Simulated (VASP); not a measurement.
# ZnF2 (P4_2/mnm) in VASP: single point with PBE

Aim: the single point of ZnF2 with PBE.

All numbers are computed with VASP 6.6.1; they aren't measurements. Logs are shortened: lines on timing, memory, paths and dates and some standing lists are left out, and cuts for length are marked.

## (1) The cell of the first run

The structure is tetragonal, space group P4_2/mnm (No. 136). The conventional cell has a = 4.800 Å, b = 4.800 Å, c = 3.175 Å, α = 90.00°, β = 90.00°, γ = 90.00°. Zn (site symmetry mmm) has 6 F at 2.07 Å within 2.7 Å. F (site symmetry m2m) has 3 Zn at 2.07 Å and 1 F at 2.66 Å within 2.7 Å.

## (2) Single point, PBE

Contents of INCAR:

```
SYSTEM = ZnF2
ALGO = Normal ; EDIFF = 1E-6
ENCUT = 600 ; GGA = PE
GGA_COMPAT = .FALSE. ; ISIF = 2
ISMEAR = 0 ; LASPH = .TRUE.
LCHARG = .TRUE. ; LELF = .TRUE.
LREAL = .FALSE. ; LVHAR = .TRUE.
LWAVE = .FALSE. ; NBANDS = 35
NELM = 120 ; PREC = Accurate
SIGMA = 0.02
```

Contents of KPOINTS:

```
k-points
0
G
  6 6 8
  0 0 0
```

Contents of POSCAR:

```
ZnF2
1.0
    4.7998654192      0.0000000000      0.0000000000
    0.0000000000      4.7998654192      0.0000000000
    0.0000000000      0.0000000000      3.1754770448
Zn F
2 4
Direct
    0.5000000000      0.5000000000      0.5000000000
    0.0000000000      0.0000000000      0.0000000000
    0.6956244786      0.6956244786      0.0000000000
    0.8043755214      0.1956244786      0.5000000000
    0.3043755214      0.3043755214      0.0000000000
    0.1956244786      0.8043755214      0.5000000000
```

Potentials or basis: VASP PAW PBE potentials, release 64 (Zn, F).

Started as:

```sh
$ cat potpaw_PBE.64/Zn/POTCAR potpaw_PBE.64/F/POTCAR > POTCAR
$ mpirun -np 1 vasp_std > vasp.out
```

OUTCAR:

```text
SYSTEM = ZnF2
   EDIFF = 1E-6
   ENCUT = 600
   GGA = PE
   ISIF = 2
   ISMEAR = 0
   LASPH = .TRUE.
   LREAL = .FALSE.
   NELM = 120
   PREC = Accurate

 ion  position               nearest neighbor table
   1  0.500  0.500  0.500-   4 2.07   6 2.07   5 2.07   3 2.07   3 2.07   5 2.07
   2  0.000  0.000  0.000-   3 2.07   5 2.07   4 2.07   6 2.07   4 2.07   6 2.07
   3  0.696  0.696  0.000-   2 2.07   1 2.07   1 2.07
   4  0.804  0.196  0.500-   1 2.07   2 2.07   2 2.07
   5  0.304  0.304  0.000-   2 2.07   1 2.07   1 2.07
   6  0.196  0.804  0.500-   1 2.07   2 2.07   2 2.07

  LATTYP: Found a simple tetragonal cell.
 ALAT       =     4.7998654192
 C/A-ratio  =     0.6615762667

  Lattice vectors:

 A1 = (   4.7998654192,   0.0000000000,   0.0000000000)
 A2 = (   0.0000000000,   4.7998654192,   0.0000000000)
 A3 = (   0.0000000000,   0.0000000000,   3.1754770448)

Analysis of symmetry for initial positions (statically):
=====================================================================
 Subroutine PRICEL returns:
 Original cell was already a primitive cell.

 Routine SETGRP: Setting up the symmetry group for a
 simple tetragonal supercell.

 Subroutine GETGRP returns: Found 16 space group operations
 (whereof  8 operations were pure point group operations)
 out of a pool of 16 trial point group operations.

The static configuration has the point symmetry D_2h.
 The point group associated with its full space group is D_4h.

Analysis of symmetry for dynamics (positions and initial velocities):
=====================================================================
 Subroutine PRICEL returns:
 Original cell was already a primitive cell.

 Routine SETGRP: Setting up the symmetry group for a
 simple tetragonal supercell.

 Subroutine GETGRP returns: Found 16 space group operations
 (whereof  8 operations were pure point group operations)
 out of a pool of 16 trial point group operations.

The dynamic configuration has the point symmetry D_2h.
 The point group associated with its full space group is D_4h.

 Subroutine INISYM returns: Found 16 space group operations
 (whereof  8 operations are pure point group operations),
 and found     1 'primitive' translations

----------------------------------------------------------------------------------------

                                     Primitive cell

  volume of cell :      73.1589

  direct lattice vectors                    reciprocal lattice vectors
     4.799865419  0.000000000  0.000000000     0.208339175  0.000000000  0.000000000
     0.000000000  4.799865419  0.000000000     0.000000000  0.208339175  0.000000000
     0.000000000  0.000000000  3.175477045     0.000000000  0.000000000  0.314913314

  length of vectors
     4.799865419  4.799865419  3.175477045     0.208339175  0.208339175  0.314913314

  position of ions in fractional coordinates (direct lattice)
     0.500000000  0.500000000  0.500000000
     0.000000000  0.000000000  0.000000000
     0.695624479  0.695624479  0.000000000
     0.804375521  0.195624479  0.500000000
     0.304375521  0.304375521  0.000000000
     0.195624479  0.804375521  0.500000000

  ion indices of the primitive-cell ions
   primitive index   ion index
                 1           1
                 2           2
                 3           3
                 4           4
                 5           5
                 6           6

----------------------------------------------------------------------------------------

 KPOINTS: k-points

Automatic generation of k-mesh.
 Grid dimensions read from file:
 generate k-points for:    6    6    8

 Generating k-lattice:

  Cartesian coordinates                     Fractional coordinates (reciprocal lattice)
     0.034723196  0.000000000  0.000000000     0.166666667  0.000000000  0.000000000
     0.000000000  0.034723196  0.000000000     0.000000000  0.166666667  0.000000000
     0.000000000  0.000000000  0.039364164     0.000000000  0.000000000  0.125000000

  Length of vectors
     0.034723196  0.034723196  0.039364164

  Shift w.r.t. Gamma in fractional coordinates (k-lattice)
     0.000000000  0.000000000  0.000000000

 Subroutine IBZKPT returns following result:
 ===========================================

 Found     50 irreducible k-points:

 Following reciprocal coordinates:
            Coordinates               Weight
  0.000000  0.000000  0.000000      1.000000
  0.166667  0.000000  0.000000      4.000000
  0.333333  0.000000  0.000000      4.000000
  0.500000  0.000000  0.000000      2.000000
  0.166667  0.166667  0.000000      4.000000
  0.333333  0.166667  0.000000      8.000000
[... 16 lines left out ...]
  0.333333  0.000000  0.250000      8.000000
  0.500000  0.000000  0.250000      4.000000
 [... further k-points ...]
   k-points           NKPTS =     50   k-points in BZ     NKDIM =     50   number of bands    NBANDS=     35
   number of dos      NEDOS =    301   number of ions     NIONS =      6
   total plane-waves  NPLWV =  44800
   dimension x,y,z NGX =    40 NGY =   40 NGZ =   28
   dimension x,y,z NGXF=    80 NGYF=   80 NGZF=   56
   ions per type =               2   4
   NGX,Y,Z   is equivalent  to a cutoff of  13.85, 13.85, 14.66 a.u.
   NGXF,Y,Z  is equivalent  to a cutoff of  27.71, 27.71, 29.32 a.u.
 SYSTEM =  ZnF2
   PREC   = accura    normal or accurate (medium, high low for compatibility)
   ISTART =      0    job   : 0-new  1-cont  2-samecut
   ICHARG =      2    charge: 1-file 2-atom 10-const
   ISPIN  =      1    spin polarized calculation?
   LNONCOLLINEAR =      F non collinear calculations
   LSORBIT =      F    spin-orbit coupling
   LASPH  =      T    aspherical Exc in radial PAW
   ENCUT  =  600.0 eV  44.10 Ry    6.64 a.u.   9.59  9.59  6.34*2*pi/ulx,y,z
   NELM   =    120;   NELMIN=  2; NELMDL= -5     # of ELM steps
   EDIFF  = 0.1E-05   stopping-criterion for ELM
   LREAL  =      F    real-space projection
   EDIFFG = 0.1E-04   stopping-criterion for IOM
   NSW    =      0    number of steps for IOM
   IBRION =     -1    ionic relax: 0-MD 1-quasi-New 2-CG
   NFREE  =      0    steps in history (QN), initial steepest desc. (CG)
   ISIF   =      2    stress and relaxation
   ISYM   =      2    0-nonsym 1-usesym 2-fastsym
   POTIM  = 0.5000    time-step for ionic-motion
   TEBEG  =    0.0;   TEEND  =   0.0 temperature during run
   PSTRESS=    0.0 pullay stress
   NELECT =      52.0000    total number of electrons
   NUPDOWN=      -1.0000    fix difference up-down
   EMIN   =  10.00;   EMAX   =-10.00  energy-range for DOS
   EFERMI =   0.00;   METHOD = LEGACY
   ISMEAR =     0;   SIGMA  =   0.02  broadening in eV -4-tet -1-fermi 0-gaus
   EFERMI_NEDOS =   21; number of points for ismear=-14 and -15
   IALGO  =     38    algorithm
   IMIX   =      4    mixing-type and parameters
     AMIX     =   0.40;   BMIX     =  1.00
     AMIX_MAG =   1.60;   BMIX_MAG =  1.00
  volume/ion in A,a.u.               =      12.19        82.28
  Fermi-wavevector in a.u.,A,eV,Ry     =   1.461011  2.760911 29.042371  2.134554
  Thomas-Fermi vector in A             =   2.577393
   LORBIT       =      0    0 simple, 1 ext, 2 COOP (PROOUT), +10 PAW based schemes
   GGA     = PE    functional components
   LHFCALC =     F    Hartree Fock is set to
   AEXX    =    0.0000 exact exchange contribution
   IVDW    =     0    specifies the selected vdW correction
   LEPSILON=     F    determine dielectric tensor
   LRPA    =     F    only Hartree local field effects (RPA)
 non-spin polarized calculation
 Gauss-broadening in eV      SIGMA  =   0.02
  energy-cutoff  :      600.00
  volume of cell :       73.16
 maximum number of plane-waves:      2480
 NGX is ok and might be reduce to    40
   NGX = 19   NGY = 19   NGZ = 13

 number of electron      51.9999974 magnetization

 Free energy of the ion-electron system (eV)
  ---------------------------------------------------
  ext. energy  EPLUGINS =         0.00000000
  ---------------------------------------------------
  free energy    TOTEN  =       -23.25248723 eV

  energy without entropy =      -23.25248723  energy(sigma->0) =      -23.25248723

 E-fermi :  -1.6323     XC(G=0):  -9.9938

 val. band max:       -1.7141884500   @ k =   0.0000   0.0000   0.0000
 cond. band min:       1.7422306575   @ k =   0.0000   0.0000   0.0000
 fundamental gap:      3.4564191075
 Fermi energy:        -1.6322809587

 k-point     1 :       0.0000    0.0000    0.0000
  band No.  band energies     occupation
      1     -23.1144      2.00000
      2     -22.4342      2.00000
      3     -22.4342      2.00000
      4     -22.4104      2.00000
      5      -7.4262      2.00000
      6      -6.6616      2.00000
[... 27 lines left out ...]
     34      12.9497      0.00000
     35      13.2446      0.00000

 k-point     2 :       0.1667    0.0000    0.0000
  band No.  band energies     occupation
      1     -23.0773      2.00000
      2     -22.5213      2.00000
      3     -22.4263      2.00000
      4     -22.3727      2.00000
      5      -7.3026      2.00000
      6      -6.6195      2.00000
[... 27 lines left out ...]
     34      13.6236      0.00000
     35      13.7274      0.00000

 k-point     3 :       0.3333    0.0000    0.0000
  band No.  band energies     occupation
      1     -22.9735      2.00000
      2     -22.6627      2.00000
      3     -22.4056      2.00000
      4     -22.3647      2.00000
      5      -6.9722      2.00000
      6      -6.5308      2.00000
[... 27 lines left out ...]
     34      14.1377      0.00000
     35      14.3221      0.00000
[... 723 lines left out ...]
 k-point    23 :       0.3333    0.0000    0.2500
  band No.  band energies     occupation
      1     -22.8337      2.00000
      2     -22.5962      2.00000
      3     -22.4010      2.00000
      4     -22.3858      2.00000
      5      -6.6356      2.00000
      6      -6.2638      2.00000
[... 27 lines left out ...]
     34      12.7001      0.00000
     35      13.3846      0.00000

 k-point    24 :       0.5000    0.0000    0.2500
  band No.  band energies     occupation
      1     -22.7183      2.00000
      2     -22.7183      2.00000
      3     -22.3911      2.00000
      4     -22.3911      2.00000
      5      -6.3127      2.00000
      6      -6.3127      2.00000
[... 27 lines left out ...]
     34      12.3797      0.00000
     35      14.3866      0.00000

 [... further k-points ...]
[... 5 lines left out ...]
  --------------------------------------------------------------------------------------
  -------------------------------------------------------------------------------------
  Total        0.1103425      0.1103425      0.2288407      0.0000000      0.0000000      0.0000000
  in kB        2.4164963      2.4164963      5.0116031      0.0000000      0.0000000      0.0000000
  external PRESSURE =       3.2815319 kB  Pullay stress =       0.0000000 kB

 VOLUME and BASIS-vectors are now :
 -----------------------------------------------------------------------------
  energy-cutoff  :      600.00
  volume of cell :       73.16
      direct lattice vectors                 reciprocal lattice vectors
     4.799865419  0.000000000  0.000000000     0.208339175  0.000000000  0.000000000
     0.000000000  4.799865419  0.000000000     0.000000000  0.208339175  0.000000000
     0.000000000  0.000000000  3.175477045     0.000000000  0.000000000  0.314913314

 POSITION                                       TOTAL-FORCE (eV/Angst)
 -----------------------------------------------------------------------------------
      2.39993      2.39993      1.58774         0.000000     -0.000000      0.000000
      0.00000      0.00000      0.00000         0.000000     -0.000000      0.000000
      3.33890      3.33890      0.00000         0.009442      0.009442      0.000000
      3.86089      0.93897      1.58774        -0.009442      0.009442      0.000000
      1.46096      1.46096      0.00000        -0.009442     -0.009442      0.000000
      0.93897      3.86089      1.58774         0.009442     -0.009442      0.000000
 -----------------------------------------------------------------------------------
    total drift:                               -0.000000      0.000000      0.000000

  FREE ENERGIE OF THE ION-ELECTRON SYSTEM (eV)
  ---------------------------------------------------
  free  energy   TOTEN  =       -23.2524872291 eV

  energy  without entropy=      -23.2524872291  energy(sigma->0) =      -23.25248723
```

Wall time 3.5 min (1 thread of AMD EPYC 7R43 (Zen 3), shared host); peak memory 0.23 GiB.

Results:

- Free energy: -23.2525 eV
- Pressure: 0.3 GPa
- Largest force: 0.013 eV/Å
- Band gap on the k mesh: 3.46 eV, direct

Forces in eV/Å, atoms in the order of the input:
```
Zn   0.000  0.000  0.000
Zn   0.000  0.000  0.000
F    0.009  0.009  0.000
F   -0.009  0.009  0.000
F   -0.009 -0.009  0.000
F    0.009 -0.009  0.000
```

A k mesh can miss the band edges. A hybrid or GW would open this gap; PBE tends to underestimate it.
